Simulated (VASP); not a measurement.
# Y2Ge3 (P-6m2) in VASP: a series of runs

Y2Ge3 is run at these levels: PBE; tasks: single point, relaxation of cell and atoms.

Program: VASP 6.6.1. These are calculated values, not measurements. Logs are shortened: lines on timing, memory, paths and dates and some standing lists are left out, and cuts for length are marked.

### Step 1. The cell of the first run

The structure is hexagonal, space group P-6m2 (No. 187). The conventional cell has a = 4.388 Å, b = 4.388 Å, c = 7.117 Å, α = 90.00°, β = 90.00°, γ = 120.00°. Within 4.0 Å of Y (site symmetry 3m) lie 9 Ge at 3.02 to 3.17 Å and 2 Y at 3.29 to 3.82 Å. Ge (site symmetry -6m2) has 3 Ge at 2.53 Å and 6 Y at 3.17 Å within 3.3 Å. Ge (site symmetry -6m2) has 6 Y at 3.02 Å and 2 Ge at 3.56 Å within 4.0 Å. Ge (site symmetry -6m2) has 3 Ge at 2.53 Å and 6 Y at 3.17 Å within 3.3 Å.

### Step 2. Single point, PBE

The input, INCAR:

```
SYSTEM = Y2Ge3
PREC = Accurate ; ENCUT = 520
EDIFF = 1E-6 ; ISMEAR = 0
SIGMA = 0.05 ; LREAL = .False.
LASPH = .True. ; NELM = 100
ALGO = Normal ; ISIF = 2
LWAVE = .False. ; LCHARG = .True.
GGA = PE ; LELF = .True.
LVHAR = .True. ; NBANDS = 40
```

The input, KPOINTS:

```
regular mesh
0
Gamma
  6 6 3
  0 0 0
```

The input, POSCAR:

```
Y2Ge3
1.0
    4.3884569092      0.0000000029      0.0000000000
   -2.1942284571      3.8005151654      0.0000000000
    0.0000000000      0.0000000000      7.1171892487
Y Ge
2 3
Direct
    0.0000000000      0.0000000000      0.7314001786
    0.0000000000      0.0000000000      0.2685998214
    0.3333333333      0.6666666667      0.0000000000
    0.6666666667      0.3333333333      0.5000000000
    0.6666666667      0.3333333333      0.0000000000
```

Potentials or basis: VASP PAW PBE potentials, release 64 (Y_sv, Ge_d).

The run is started by

```
cat potpaw_PBE.64/Y_sv/POTCAR potpaw_PBE.64/Ge_d/POTCAR > POTCAR
mpirun -np 1 vasp_std > vasp.out
```

OUTCAR:

```text
SYSTEM = Y2Ge3
   PREC = Accurate
   ENCUT = 520
   EDIFF = 1E-6
   ISMEAR = 0
   LREAL = .False.
   LASPH = .True.
   NELM = 100
   ISIF = 2
   GGA = PE

 ion  position               nearest neighbor table
   1  0.000  0.000  0.731-   4 3.02   4 3.02   4 3.02   5 3.17   3 3.17   5 3.17   3 3.17   5 3.17
                             3 3.17   2 3.29   2 3.82
   2  0.000  0.000  0.269-   4 3.02   4 3.02   4 3.02   5 3.17   3 3.17   5 3.17   3 3.17   5 3.17
                             3 3.17   1 3.29   1 3.82
   3  0.333  0.667  0.000-   5 2.53   5 2.53   5 2.53   1 3.17   2 3.17   2 3.17   1 3.17   2 3.17
                             1 3.17
   4  0.667  0.333  0.500-   1 3.02   2 3.02   1 3.02   2 3.02   1 3.02   2 3.02
   5  0.667  0.333  0.000-   3 2.53   3 2.53   3 2.53   1 3.17   2 3.17   1 3.17   2 3.17   1 3.17
                             2 3.17

  LATTYP: Found a hexagonal cell.
 ALAT       =     4.3884569092
 C/A-ratio  =     1.6217976833

  Lattice vectors:

 A1 = (   4.3884569092,   0.0000000029,   0.0000000000)
 A2 = (  -2.1942284571,   3.8005151654,   0.0000000000)
 A3 = (   0.0000000000,   0.0000000000,   7.1171892487)

Analysis of symmetry for initial positions (statically):
=====================================================================
 Subroutine PRICEL returns:
 Original cell was already a primitive cell.

 Routine SETGRP: Setting up the symmetry group for a
 hexagonal supercell.

 Subroutine GETGRP returns: Found 12 space group operations
 (whereof 12 operations were pure point group operations)
 out of a pool of 24 trial point group operations.

The static configuration has the point symmetry D_3h.

Analysis of symmetry for dynamics (positions and initial velocities):
=====================================================================
 Subroutine PRICEL returns:
 Original cell was already a primitive cell.

 Routine SETGRP: Setting up the symmetry group for a
 hexagonal supercell.

 Subroutine GETGRP returns: Found 12 space group operations
 (whereof 12 operations were pure point group operations)
 out of a pool of 24 trial point group operations.

The dynamic configuration has the point symmetry D_3h.

 Subroutine INISYM returns: Found 12 space group operations
 (whereof 12 operations are pure point group operations),
 and found     1 'primitive' translations

----------------------------------------------------------------------------------------

                                     Primitive cell

  volume of cell :     118.7033

  direct lattice vectors                    reciprocal lattice vectors
     4.388456909  0.000000003  0.000000000     0.227870530  0.131561112  0.000000000
    -2.194228457  3.800515165  0.000000000    -0.000000000  0.263122223  0.000000000
     0.000000000  0.000000000  7.117189249     0.000000000  0.000000000  0.140504905

  length of vectors
     4.388456909  4.388456909  7.117189249     0.263122223  0.263122223  0.140504905

  position of ions in fractional coordinates (direct lattice)
     0.000000000  0.000000000  0.731400179
     0.000000000  0.000000000  0.268599821
     0.333333333  0.666666667  0.000000000
     0.666666667  0.333333333  0.500000000
     0.666666667  0.333333333  0.000000000

  ion indices of the primitive-cell ions
   primitive index   ion index
                 1           1
                 2           2
                 3           3
                 4           4
                 5           5

----------------------------------------------------------------------------------------

 KPOINTS: regular mesh

Automatic generation of k-mesh.
 Grid dimensions read from file:
 generate k-points for:    6    6    3

 Generating k-lattice:

  Cartesian coordinates                     Fractional coordinates (reciprocal lattice)
     0.037978422  0.021926852  0.000000000     0.166666667  0.000000000  0.000000000
    -0.000000000  0.043853704  0.000000000     0.000000000  0.166666667  0.000000000
     0.000000000  0.000000000  0.046834968     0.000000000  0.000000000  0.333333333

  Length of vectors
     0.043853704  0.043853704  0.046834968

  Shift w.r.t. Gamma in fractional coordinates (k-lattice)
     0.000000000  0.000000000  0.000000000

 Subroutine IBZKPT returns following result:
 ===========================================

 Found     14 irreducible k-points:

 Following reciprocal coordinates:
            Coordinates               Weight
  0.000000  0.000000  0.000000      1.000000
  0.166667  0.000000  0.000000      6.000000
  0.333333  0.000000  0.000000      6.000000
  0.500000  0.000000  0.000000      3.000000
  0.166667  0.166667  0.000000      6.000000
  0.333333  0.166667  0.000000     12.000000
  0.333333  0.333333  0.000000      2.000000
  0.000000  0.000000  0.333333      2.000000
  0.166667  0.000000  0.333333     12.000000
  0.333333  0.000000  0.333333     12.000000
  0.500000  0.000000  0.333333      6.000000
  0.166667  0.166667  0.333333     12.000000
  0.333333  0.166667  0.333333     24.000000
  0.333333  0.333333  0.333333      4.000000
   k-points           NKPTS =     14   k-points in BZ     NKDIM =     14   number of bands    NBANDS=     40
   number of dos      NEDOS =    301   number of ions     NIONS =      5
   total plane-waves  NPLWV =  69984
   dimension x,y,z NGX =    36 NGY =   36 NGZ =   54
   dimension x,y,z NGXF=    72 NGYF=   72 NGZF=  108
   ions per type =               2   3
   NGX,Y,Z   is equivalent  to a cutoff of  13.64, 13.64, 12.61 a.u.
   NGXF,Y,Z  is equivalent  to a cutoff of  27.28, 27.28, 25.23 a.u.
 SYSTEM =  Y2Ge3
   PREC   = accura    normal or accurate (medium, high low for compatibility)
   ISTART =      0    job   : 0-new  1-cont  2-samecut
   ICHARG =      2    charge: 1-file 2-atom 10-const
   ISPIN  =      1    spin polarized calculation?
   LNONCOLLINEAR =      F non collinear calculations
   LSORBIT =      F    spin-orbit coupling
   LASPH  =      T    aspherical Exc in radial PAW
   ENCUT  =  520.0 eV  38.22 Ry    6.18 a.u.   8.16  8.16 13.23*2*pi/ulx,y,z
   NELM   =    100;   NELMIN=  2; NELMDL= -5     # of ELM steps
   EDIFF  = 0.1E-05   stopping-criterion for ELM
   LREAL  =      F    real-space projection
   EDIFFG = 0.1E-04   stopping-criterion for IOM
   NSW    =      0    number of steps for IOM
   IBRION =     -1    ionic relax: 0-MD 1-quasi-New 2-CG
   NFREE  =      0    steps in history (QN), initial steepest desc. (CG)
   ISIF   =      2    stress and relaxation
   ISYM   =      2    0-nonsym 1-usesym 2-fastsym
   POTIM  = 0.5000    time-step for ionic-motion
   TEBEG  =    0.0;   TEEND  =   0.0 temperature during run
   PSTRESS=    0.0 pullay stress
   NELECT =      64.0000    total number of electrons
   NUPDOWN=      -1.0000    fix difference up-down
   EMIN   =  10.00;   EMAX   =-10.00  energy-range for DOS
   EFERMI =   0.00;   METHOD = LEGACY
   ISMEAR =     0;   SIGMA  =   0.05  broadening in eV -4-tet -1-fermi 0-gaus
   EFERMI_NEDOS =   21; number of points for ismear=-14 and -15
   IALGO  =     38    algorithm
   IMIX   =      4    mixing-type and parameters
     AMIX     =   0.40;   BMIX     =  1.00
     AMIX_MAG =   1.60;   BMIX_MAG =  1.00
  volume/ion in A,a.u.               =      23.74       160.21
  Fermi-wavevector in a.u.,A,eV,Ry     =   1.332439  2.517944 24.155684  1.775393
  Thomas-Fermi vector in A             =   2.461373
   LORBIT       =      0    0 simple, 1 ext, 2 COOP (PROOUT), +10 PAW based schemes
   GGA     = PE    functional components
   LHFCALC =     F    Hartree Fock is set to
   AEXX    =    0.0000 exact exchange contribution
   IVDW    =     0    specifies the selected vdW correction
   LEPSILON=     F    determine dielectric tensor
   LRPA    =     F    only Hartree local field effects (RPA)
 non-spin polarized calculation
 Gauss-broadening in eV      SIGMA  =   0.05
  energy-cutoff  :      520.00
  volume of cell :      118.70
 maximum number of plane-waves:      3212
 NGX is ok and might be reduce to    36
   NGX = 17   NGY = 17   NGZ = 27

 number of electron      63.9999990 magnetization

 Free energy of the ion-electron system (eV)
  ---------------------------------------------------
  ext. energy  EPLUGINS =         0.00000000
  ---------------------------------------------------
  free energy    TOTEN  =       -28.91364691 eV

  energy without entropy =      -28.90987271  energy(sigma->0) =      -28.91175981

 E-fermi :   4.6564     XC(G=0): -10.2962

 val. band max:        4.6342704455   @ k =   0.3333   0.1667   0.0000
 cond. band min:       4.7464643239   @ k =   0.3333   0.0000   0.3333
 fundamental gap:      0.1121938784
 Fermi energy:         4.6564330647

 k-point     1 :       0.0000    0.0000    0.0000
  band No.  band energies     occupation
      1     -37.9696      2.00000
      2     -37.9349      2.00000
      3     -20.0840      2.00000
      4     -20.0840      2.00000
      5     -20.0563      2.00000
      6     -20.0478      2.00000
[... 32 lines left out ...]
     39       8.2403      0.00000
     40       8.2433      0.00000

 k-point     2 :       0.1667    0.0000    0.0000
  band No.  band energies     occupation
      1     -37.9688      2.00000
      2     -37.9342      2.00000
      3     -20.0958      2.00000
      4     -20.0946      2.00000
      5     -20.0570      2.00000
      6     -20.0494      2.00000
[... 32 lines left out ...]
     39       8.0998      0.00000
     40       8.1354      0.00000

 k-point     3 :       0.3333    0.0000    0.0000
  band No.  band energies     occupation
      1     -37.9672      2.00000
      2     -37.9327      2.00000
      3     -20.1160      2.00000
      4     -20.1153      2.00000
      5     -20.0561      2.00000
      6     -20.0525      2.00000
[... 423 lines left out ...]
  band No.  band energies     occupation
      1     -37.9627      2.00000
      2     -37.9358      2.00000
      3     -20.1438      2.00000
      4     -20.1006      2.00000
      5     -20.0591      2.00000
      6     -20.0542      2.00000
[... 32 lines left out ...]
     39       8.3532      0.00000
     40       8.4689      0.00000

 k-point    14 :       0.3333    0.3333    0.3333
  band No.  band energies     occupation
      1     -37.9623      2.00000
      2     -37.9354      2.00000
      3     -20.1560      2.00000
      4     -20.0903      2.00000
      5     -20.0643      2.00000
      6     -20.0550      2.00000
[... 32 lines left out ...]
     39       8.3709      0.00000
     40       8.9542      0.00000

------------------------ aborting loop because EDIFF is reached ----------------------------------------

  FORCE on cell =-STRESS in cart. coord.  units (eV):
  Direction    XX          YY          ZZ          XY          YZ          ZX
  --------------------------------------------------------------------------------------
  -------------------------------------------------------------------------------------
  Total       -0.0028831     -0.0028831     -0.0129788     -0.0000000      0.0000000      0.0000000
  in kB       -0.0389142     -0.0389142     -0.1751786     -0.0000000      0.0000000      0.0000000
  external PRESSURE =      -0.0843357 kB  Pullay stress =       0.0000000 kB

 VOLUME and BASIS-vectors are now :
 -----------------------------------------------------------------------------
  energy-cutoff  :      520.00
  volume of cell :      118.70
      direct lattice vectors                 reciprocal lattice vectors
     4.388456909  0.000000003  0.000000000     0.227870530  0.131561112  0.000000000
    -2.194228457  3.800515165  0.000000000    -0.000000000  0.263122223  0.000000000
     0.000000000  0.000000000  7.117189249     0.000000000  0.000000000  0.140504905

 POSITION                                       TOTAL-FORCE (eV/Angst)
 -----------------------------------------------------------------------------------
      0.00000      0.00000      5.20551         0.000000     -0.000000     -0.008724
      0.00000      0.00000      1.91168         0.000000     -0.000000      0.008724
     -0.00000      2.53368      0.00000        -0.000000     -0.000000      0.000000
      2.19423      1.26684      3.55859         0.000000     -0.000000      0.000000
      2.19423      1.26684      0.00000         0.000000      0.000000      0.000000
 -----------------------------------------------------------------------------------
    total drift:                                0.000000     -0.000000      0.000000

  FREE ENERGIE OF THE ION-ELECTRON SYSTEM (eV)
  ---------------------------------------------------
  free  energy   TOTEN  =       -28.9136469143 eV

  energy  without entropy=      -28.9098727080  energy(sigma->0) =      -28.91175981
```

It took 64 s on 1 thread of Intel Xeon Platinum 8488C (Sapphire Rapids), shared host; peak memory 0.28 GiB.

Results:

```
Free energy            : -28.9136 eV
Pressure               : 0.0 GPa
Largest force          : 0.009 eV/Å
Band gap on the k mesh : zero (bands 32 and 33 overlap by 1.00 eV)
```

Forces in eV/Å, atoms in the order of the input:
```
Y    0.000  0.000 -0.009
Y    0.000  0.000  0.009
Ge   0.000  0.000  0.000
Ge   0.000  0.000  0.000
Ge   0.000  0.000  0.000
```

Levels at points of the mesh, in eV from the Fermi level:
| k point | band 28 | band 29 | band 30 | band 31 | band 32 | band 33 | band 34 | band 35 | band 36 | band 37 |
| --- | --- | --- | --- | --- | --- | --- | --- | --- | --- | --- |
| (0.00, 0.00, 0.00) | -2.75 | -2.75 | -0.60 | -0.60 | -0.14 | 0.69 | 0.69 | 1.02 | 1.49 | 1.49 |
| (0.50, 0.00, 0.00) | -2.83 | -2.42 | -1.89 | -1.60 | -0.51 | 1.27 | 1.70 | 2.72 | 3.04 | 3.05 |

### Step 3. Relaxation of cell and atoms, PBE

The input, INCAR:

```
SYSTEM = Y2Ge3
  PREC = Accurate
  ENCUT = 600
  EDIFF = 1E-6
  ISMEAR = 0
  SIGMA = 0.05
  LREAL = .FALSE.
  LASPH = .TRUE.
  NELM = 80
  ALGO = Normal
  ISIF = 3
  LWAVE = .FALSE.
  LCHARG = .FALSE.
  GGA = PE
  IBRION = 2
  NSW = 60
  EDIFFG = -0.02
```

The input, KPOINTS:

```
regular mesh
0
G
  6 6 3
  0 0 0
```

The input, POSCAR:

```
Y2Ge3
1.0
    4.3924264300      0.0000000000      0.0000000000
   -2.1962132200      3.8039528800      0.0000000000
    0.0000000000      0.0000000000      7.1072950000
Y Ge
2 3
Direct
    0.0000000000      0.0000000000      0.7299290000
    0.0000000000      0.0000000000      0.2700710000
    0.3333333333      0.6666666667      0.0000000000
    0.6666666667      0.3333333333      0.5000000000
    0.6666666667      0.3333333333      0.0000000000
```

Potentials or basis: VASP PAW PBE potentials, release 64 (Y_sv, Ge_d).

The run is started by

```
cat potpaw_PBE.64/Y_sv/POTCAR potpaw_PBE.64/Ge_d/POTCAR > POTCAR
mpirun -np 1 vasp_std > vasp.out
```

Run time: 2.3 min. Hardware: 1 thread of Intel Xeon Platinum 8488C (Sapphire Rapids), shared host; peak memory 0.31 GiB.

Results (log left out):

- Free energy: -28.9141 eV
- Relaxed volume: 23.71 Å³/atom
- Relaxed cell: a = 4.385 Å, b = 4.385 Å, c = 7.121 Å, α = 90.00°, β = 90.00°, γ = 120.00°
- Space group after relaxing (to 0.1 Å): P-6m2 (No. 187)
- Energy gained by relaxing: 0.3 meV/atom
- Ionic steps: 3
- Pressure after relaxing: 0.0 GPa
- Largest force after relaxing: 0.005 eV/Å
- Band gap on the k mesh: zero (bands 32 and 33 overlap by 0.99 eV)

Forces in eV/Å, atoms in the order of the input:
```
Y    0.000  0.000  0.005
Y    0.000  0.000 -0.005
Ge   0.000  0.000  0.000
Ge   0.000  0.000  0.000
Ge   0.000  0.000  0.000
```

The path:
```
step  energy change (eV)  largest force (eV/Å)  pressure (GPa)  volume (Å³)
   1              0.0000                0.1239           -0.05       118.75
   2             -0.0013                0.0421            0.00       118.62
   3             -0.0014                0.0055            0.04       118.56
```

Final structure:
```xyz
5
Lattice="4.3847 0.0000 0.0000 -2.1924 3.7973 0.0000 0.0000 0.0000 7.1207" Properties=species:S:1:pos:R:3 pbc="T T T"
Y     0.0000    0.0000    5.2063
Y     0.0000    0.0000    1.9144
Ge    0.0000    2.5315    0.0000
Ge    2.1924    1.2658    3.5604
Ge    2.1924    1.2658    0.0000
```

Levels at points of the mesh, in eV from the Fermi level:
| k point | band 30 | band 31 | band 32 | band 33 | band 34 | band 35 |
| --- | --- | --- | --- | --- | --- | --- |
| (0.00, 0.00, 0.00) | -0.60 | -0.60 | -0.14 | 0.69 | 0.69 | 1.01 |
| (0.50, 0.00, 0.00) | -1.89 | -1.61 | -0.51 | 1.26 | 1.70 | 2.73 |
